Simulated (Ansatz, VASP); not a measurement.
KCl in VASP and in Ansatz

```xyz
2
Lattice="0.0000 3.1419 3.1419 3.1419 0.0000 3.1419 3.1419 3.1419 0.0000" Properties=species:S:1:pos:R:3 pbc="T T T"
K     0.0000    0.0000    0.0000
Cl    3.1419    3.1419    3.1419
```

Alike in both runs: task relaxation of cell and atoms; functional LDA; k mesh 6 × 6 × 6; occupations gaussian, width 0.02 eV; no spin polarisation.

```csv
,VASP,Ansatz
version,VASP 6.6.1,Ansatz 0.2.0
potentials or method,"VASP PAW LDA potentials, release 64 (K_sv, Cl), cutoff 500 eV","scalar-relativistic, plane waves, PAW"
valence electrons in the cell,16,16
```

```csv
,VASP,Ansatz,Ansatz less VASP
"gap on the k mesh at the Fermi level, each at its own relaxed structure (eV)",5.10,5.11,+0.010
relaxed volume (Å³/atom),28.15,28.05,-0.103
relaxed cell length with the largest relative difference (Å),4.302,4.297,-0.0052
```

LDA's correlation is that of Perdew and Zunger in VASP and of Perdew and Wang (1992) in Ansatz.
